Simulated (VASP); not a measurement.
# SiRu6 in VASP: notebook

Runs on SiRu6. Level: PBE. Tasks: single point.

Everything below comes from runs of VASP 6.6.1. Logs are shortened: lines on timing, memory, paths and dates and some standing lists are left out, and cuts for length are marked.

### 1 The cell of the first run

The cell holds a slab with vacuum, 7 atoms: a = 2.720 Å, b = 4.297 Å, c = 20.838 Å, α = 90.00°, β = 90.00°, γ = 90.00°.

### 2 Single point, PBE

File INCAR:

```
PREC = Accurate
ENCUT = 520
EDIFF = 1E-6
ISMEAR = 0
SIGMA = 0.1
LREAL = False
LASPH = True
NELM = 60
ALGO = Normal
ISIF = 2
LWAVE = False
LCHARG = False
LDIPOL = True
IDIPOL = 3
DIPOL = 0.5 0.5 0.355
GGA = PE
NBANDS = 53
```

File KPOINTS:

```
Automatic mesh
0
Gamma
  10 6 1
```

File POSCAR:

```
SiRu6
1.0
    2.7197977462      0.0000000000      0.0000000000
    0.0000000000      4.2966597640      0.0000000000
    0.0000000000      0.0000000000     20.8383397414
Ru Si
6 1
Direct
    0.0000000000      0.7500000000      0.1919538720
    0.5000000000      0.2500000000      0.2296314409
    0.5000000000      0.7500000000      0.3049865786
    0.0000000000      0.2500000000      0.3407382302
    0.0000000000      0.7500000000      0.4168575075
    0.5000000000      0.2500000000      0.4481326179
    0.6666666667      0.3500000000      0.5520499878
```

Potentials or basis: VASP PAW PBE potentials, release 64 (Ru_pv, Si).

Started as:

```sh
$ cat potpaw_PBE.64/Ru_pv/POTCAR potpaw_PBE.64/Si/POTCAR > POTCAR
$ mpirun -np 1 vasp_std > vasp.out
```

OUTCAR:

```text
PREC = Accurate
   ENCUT = 520
   EDIFF = 1E-6
   ISMEAR = 0
   LREAL = False
   LASPH = True
   NELM = 60
   ISIF = 2
   GGA = PE

 ion  position               nearest neighbor table
   1  0.000  0.750  0.192-   2 2.66   2 2.66   2 2.66   2 2.66   3 2.72   3 2.72
   2  0.500  0.250  0.230-   3 2.66   3 2.66   1 2.66   1 2.66   1 2.66   1 2.66   4 2.69   4 2.69

   3  0.500  0.750  0.305-   4 2.65   4 2.65   4 2.65   4 2.65   2 2.66   2 2.66   5 2.70   5 2.70
                             1 2.72   1 2.72
   4  0.000  0.250  0.341-   6 2.62   6 2.62   3 2.65   3 2.65   3 2.65   3 2.65   5 2.67   5 2.67
                             2 2.69   2 2.69
   5  0.000  0.750  0.417-   6 2.62   6 2.62   6 2.62   6 2.62   4 2.67   4 2.67   3 2.70   3 2.70

   6  0.500  0.250  0.448-   7 2.25   4 2.62   4 2.62   5 2.62   5 2.62   5 2.62   5 2.62   7 3.16

   7  0.667  0.350  0.552-   6 2.25   6 3.16

  LATTYP: Found a simple orthorhombic cell.
 ALAT       =     2.7197977462
 B/A-ratio  =     1.5797717937
 C/A-ratio  =     7.6617240273

  Lattice vectors:

 A1 = (   2.7197977462,   0.0000000000,   0.0000000000)
 A2 = (   0.0000000000,   4.2966597640,   0.0000000000)
 A3 = (   0.0000000000,   0.0000000000,  20.8383397414)

Analysis of symmetry for initial positions (statically):
=====================================================================
 Subroutine PRICEL returns:
 Original cell was already a primitive cell.

 Routine SETGRP: Setting up the symmetry group for a
 simple orthorhombic supercell.

 Subroutine GETGRP returns: Found  1 space group operations
 (whereof  1 operations were pure point group operations)
 out of a pool of  8 trial point group operations.

The static configuration has the point symmetry C_1 .

Analysis of symmetry for dynamics (positions and initial velocities):
=====================================================================
 Subroutine PRICEL returns:
 Original cell was already a primitive cell.

 Routine SETGRP: Setting up the symmetry group for a
 simple orthorhombic supercell.

 Subroutine GETGRP returns: Found  1 space group operations
 (whereof  1 operations were pure point group operations)
 out of a pool of  8 trial point group operations.

The dynamic configuration has the point symmetry C_1 .

 Subroutine INISYM returns: Found  1 space group operations
 (whereof  1 operations are pure point group operations),
 and found     1 'primitive' translations

----------------------------------------------------------------------------------------

                                     Primitive cell

  volume of cell :     243.5178

  direct lattice vectors                    reciprocal lattice vectors
     2.719797746  0.000000000  0.000000000     0.367674398  0.000000000  0.000000000
     0.000000000  4.296659764  0.000000000     0.000000000  0.232738931  0.000000000
     0.000000000  0.000000000 20.838339741     0.000000000  0.000000000  0.047988468

  length of vectors
     2.719797746  4.296659764 20.838339741     0.367674398  0.232738931  0.047988468

  position of ions in fractional coordinates (direct lattice)
     0.000000000  0.750000000  0.191953872
     0.500000000  0.250000000  0.229631441
     0.500000000  0.750000000  0.304986579
     0.000000000  0.250000000  0.340738230
     0.000000000  0.750000000  0.416857507
     0.500000000  0.250000000  0.448132618
     0.666666667  0.350000000  0.552049988

  ion indices of the primitive-cell ions
   primitive index   ion index
                 1           1
                 2           2
                 3           3
                 4           4
                 5           5
                 6           6
                 7           7

----------------------------------------------------------------------------------------

 KPOINTS: Automatic mesh

Automatic generation of k-mesh.
 Grid dimensions read from file:
 generate k-points for:   10    6    1

 Generating k-lattice:

  Cartesian coordinates                     Fractional coordinates (reciprocal lattice)
     0.036767440  0.000000000  0.000000000     0.100000000  0.000000000  0.000000000
     0.000000000  0.038789822  0.000000000     0.000000000  0.166666667  0.000000000
     0.000000000  0.000000000  0.047988468     0.000000000  0.000000000  1.000000000

  Length of vectors
     0.036767440  0.038789822  0.047988468

  Shift w.r.t. Gamma in fractional coordinates (k-lattice)
     0.000000000  0.000000000  0.000000000

 Subroutine IBZKPT returns following result:
 ===========================================

 Found     32 irreducible k-points:

 Following reciprocal coordinates:
            Coordinates               Weight
  0.000000  0.000000  0.000000      1.000000
  0.100000  0.000000  0.000000      2.000000
  0.200000  0.000000  0.000000      2.000000
  0.300000  0.000000  0.000000      2.000000
  0.400000  0.000000  0.000000      2.000000
  0.500000  0.000000  0.000000      1.000000
[... 16 lines left out ...]
  0.300000 -0.333333  0.000000      2.000000
  0.400000  0.333333  0.000000      2.000000
 [... further k-points ...]
   k-points           NKPTS =     32   k-points in BZ     NKDIM =     32   number of bands    NBANDS=     53
   number of dos      NEDOS =    301   number of ions     NIONS =      7
   total plane-waves  NPLWV = 102400
   dimension x,y,z NGX =    20 NGY =   32 NGZ =  160
   dimension x,y,z NGXF=    40 NGYF=   64 NGZF=  320
   ions per type =               6   1
   NGX,Y,Z   is equivalent  to a cutoff of  12.22, 12.38, 12.76 a.u.
   NGXF,Y,Z  is equivalent  to a cutoff of  24.45, 24.76, 25.53 a.u.
 SYSTEM =  unknown system
   PREC   = accura    normal or accurate (medium, high low for compatibility)
   ISTART =      0    job   : 0-new  1-cont  2-samecut
   ICHARG =      2    charge: 1-file 2-atom 10-const
   ISPIN  =      1    spin polarized calculation?
   LNONCOLLINEAR =      F non collinear calculations
   LSORBIT =      F    spin-orbit coupling
   LASPH  =      T    aspherical Exc in radial PAW
   ENCUT  =  520.0 eV  38.22 Ry    6.18 a.u.   5.06  7.99 38.75*2*pi/ulx,y,z
   NELM   =     60;   NELMIN=  2; NELMDL= -5     # of ELM steps
   EDIFF  = 0.1E-05   stopping-criterion for ELM
   LREAL  =      F    real-space projection
   EDIFFG = 0.1E-04   stopping-criterion for IOM
   NSW    =      0    number of steps for IOM
   IBRION =     -1    ionic relax: 0-MD 1-quasi-New 2-CG
   NFREE  =      0    steps in history (QN), initial steepest desc. (CG)
   ISIF   =      2    stress and relaxation
   ISYM   =      2    0-nonsym 1-usesym 2-fastsym
   POTIM  = 0.5000    time-step for ionic-motion
   TEBEG  =    0.0;   TEEND  =   0.0 temperature during run
   PSTRESS=    0.0 pullay stress
   NELECT =      88.0000    total number of electrons
   NUPDOWN=      -1.0000    fix difference up-down
   EMIN   =  10.00;   EMAX   =-10.00  energy-range for DOS
   EFERMI =   0.00;   METHOD = LEGACY
   ISMEAR =     0;   SIGMA  =   0.10  broadening in eV -4-tet -1-fermi 0-gaus
   EFERMI_NEDOS =   21; number of points for ismear=-14 and -15
   IALGO  =     38    algorithm
   IMIX   =      4    mixing-type and parameters
     AMIX     =   0.40;   BMIX     =  1.00
     AMIX_MAG =   1.60;   BMIX_MAG =  1.00
  volume/ion in A,a.u.               =      34.79       234.76
  Fermi-wavevector in a.u.,A,eV,Ry     =   1.166072  2.203557 18.500178  1.359725
  Thomas-Fermi vector in A             =   2.302590
   LORBIT       =      0    0 simple, 1 ext, 2 COOP (PROOUT), +10 PAW based schemes
   GGA     = PE    functional components
   LHFCALC =     F    Hartree Fock is set to
   AEXX    =    0.0000 exact exchange contribution
   IVDW    =     0    specifies the selected vdW correction
   LEPSILON=     F    determine dielectric tensor
   LRPA    =     F    only Hartree local field effects (RPA)
 non-spin polarized calculation
 Gauss-broadening in eV      SIGMA  =   0.10
  energy-cutoff  :      520.00
  volume of cell :      243.52
 maximum number of plane-waves:      6614
   NGX = 11   NGY = 15   NGZ = 77

 dipolmoment           0.000000      0.000000      0.000035 electrons x Angstroem

 number of electron      88.0000041 magnetization

 dipolmoment           0.000000      0.000000     -0.000123 electrons x Angstroem

 Free energy of the ion-electron system (eV)
  ---------------------------------------------------
  ext. energy  EPLUGINS =         0.00000000
  ---------------------------------------------------
  free energy    TOTEN  =       -56.45858701 eV

  energy without entropy =      -56.42417878  energy(sigma->0) =      -56.44138289

 E-fermi :   2.0562     XC(G=0):  -6.5429

 val. band max:        2.0458061335   @ k =   0.2000  -0.3333   0.0000
 cond. band min:       2.0791219995   @ k =   0.3000  -0.1667   0.0000
 fundamental gap:      0.0333158659
 Fermi energy:         2.0562460190

 k-point     1 :       0.0000    0.0000    0.0000
  band No.  band energies     occupation
      1     -41.5303      2.00000
      2     -41.3001      2.00000
      3     -41.2145      2.00000
      4     -41.1536      2.00000
      5     -41.0693      2.00000
      6     -40.9224      2.00000
[... 45 lines left out ...]
     52       3.5271      0.00000
     53       3.9064      0.00000

 k-point     2 :       0.1000    0.0000    0.0000
  band No.  band energies     occupation
      1     -41.5065      2.00000
      2     -41.2872      2.00000
      3     -41.1944      2.00000
      4     -41.1466      2.00000
      5     -41.0490      2.00000
      6     -40.9744      2.00000
[... 45 lines left out ...]
     52       3.7861      0.00000
     53       3.9448      0.00000
[... 1174 lines left out ...]
     52       3.6392      0.00000
     53       4.2778      0.00000

 k-point    24 :       0.4000    0.3333    0.0000
  band No.  band energies     occupation
      1     -41.4642      2.00000
      2     -41.4313      2.00000
      3     -41.3002      2.00000
      4     -41.2380      2.00000
      5     -41.1408      2.00000
      6     -41.0802      2.00000
[... 45 lines left out ...]
     52       3.8031      0.00000
     53       4.4148      0.00000

 [... further k-points ...]

------------------------ aborting loop because EDIFF is reached ----------------------------------------

 vacuum level on the upper side and lower side of the slab       (xc-potential included)        -0.150        -0.074

  FORCE on cell =-STRESS in cart. coord.  units (eV):
  Direction    XX          YY          ZZ          XY          YZ          ZX
  --------------------------------------------------------------------------------------
  -------------------------------------------------------------------------------------
  Total       -4.4161027     -1.8400536     -0.4009045      0.2224057      0.3825945      1.4354175
  in kB      -29.0548783    -12.1062701     -2.6376724      1.4632742      2.5172054      9.4440471
  external PRESSURE =     -14.5996069 kB  Pullay stress =       0.0000000 kB

 VOLUME and BASIS-vectors are now :
 -----------------------------------------------------------------------------
  energy-cutoff  :      520.00
  volume of cell :      243.52
      direct lattice vectors                 reciprocal lattice vectors
     2.719797746  0.000000000  0.000000000     0.367674398  0.000000000  0.000000000
     0.000000000  4.296659764  0.000000000     0.000000000  0.232738931  0.000000000
     0.000000000  0.000000000 20.838339741     0.000000000  0.000000000  0.047988468

 POSITION                                       TOTAL-FORCE (eV/Angst)
 -----------------------------------------------------------------------------------
      0.00000      3.22249      4.00000         0.032830      0.018127      0.860742
      1.35990      1.07416      4.78514        -0.003478     -0.014063     -0.484477
      1.35990      3.22249      6.35541        -0.033574     -0.061614      0.049449
      0.00000      1.07416      7.10042        -0.166933      0.038177     -0.906328
      0.00000      3.22249      8.68662        -0.000674      0.113010     -0.224307
      1.35990      1.07416      9.33834        -0.345793     -0.273968      0.686948
      1.81320      1.50383     11.50381         0.517622      0.180331      0.017972
 -----------------------------------------------------------------------------------
    total drift:                                0.000080     -0.000059      0.000292

  FREE ENERGIE OF THE ION-ELECTRON SYSTEM (eV)
  ---------------------------------------------------
  free  energy   TOTEN  =       -56.4585870069 eV

  energy  without entropy=      -56.4241787751  energy(sigma->0) =      -56.44138289

 vacuum level on the upper side and lower side of the slab         6.676         6.715
```

It took 9 min on 1 thread of Intel Xeon Platinum 8488C (Sapphire Rapids), shared host; peak memory 0.48 GiB.

What came out:

```yaml
Free_energy: -56.4586 eV
Largest_force: 0.922 eV/Å
Band_gap_on_the_k_mesh: zero (bands 44 and 45 overlap by 1.11 eV)
```

Forces on the atoms (eV/Å):
```
Ru   0.033  0.018  0.861
Ru  -0.003 -0.014 -0.484
Ru  -0.034 -0.062  0.049
Ru  -0.167  0.038 -0.906
Ru  -0.001  0.113 -0.224
Ru  -0.346 -0.274  0.687
Si   0.518  0.180  0.018
```

Levels at points of the mesh, in eV from the Fermi level:
```tsv
k point	band 42	band 43	band 44	band 45	band 46	band 47
(0.00, 0.00, 0.00)	-1.24	-1.08	-0.61	-0.56	-0.45	-0.04
(0.50, 0.00, 0.00)	-0.02	0.15	0.18	0.77	0.94	1.37
(0.00, 0.50, 0.00)	-0.90	-0.75	-0.16	0.24	0.37	0.46
(0.50, 0.50, 0.00)	0.08	0.39	0.48	1.02	1.04	1.23
```

(Part 1 of 2 ends here.)

The gap in the log of VASP goes by the Fermi energy; the results here count the filled bands.